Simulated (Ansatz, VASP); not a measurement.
# Two plane-wave programs on Si

```
CELL_PARAMETERS angstrom
0.00000 2.71356 2.71356
2.71356 0.00000 2.71356
2.71356 2.71356 0.00000
ATOMIC_POSITIONS crystal
Si 0.74675 0.74547 0.74648
Si 0.49675 0.49545 0.49651
```

Alike in both runs: functional LDA; k mesh 7 × 7 × 7; occupations tetrahedron; no spin polarisation.

Ansatz relaxed the structure, and its values are those at the end. VASP's run is a single point on that final structure, the one shown.

|  | VASP | Ansatz |
| --- | --- | --- |
| version | VASP 6.6.1 | Ansatz 0.2.0 |
| potentials or method | VASP PAW LDA potentials, release 64 (Si) | PAW with Ansatz's default frozen-core files, scalar-relativistic |
| plane-wave cutoff (eV) | 520 | 420 |
| valence electrons in the cell | 8 | 8 |

Ansatz gave:

| Item | Value |
| --- | --- |
| gap on the k mesh at the Fermi level (eV) | 0.46 |
| pressure (GPa) | -1.3 |

Task: Estimate VASP's values.

Result: gap on the k mesh at the Fermi level (eV): 0.46; pressure (GPa): -1.2.

LDA's correlation is that of Perdew and Zunger in VASP and of Perdew and Wang (1992) in Ansatz. Ansatz's warnings: band table not solved further, forces under tetrahedra, stress scf threshold loose, tetrahedron derivatives may miss energy slope.
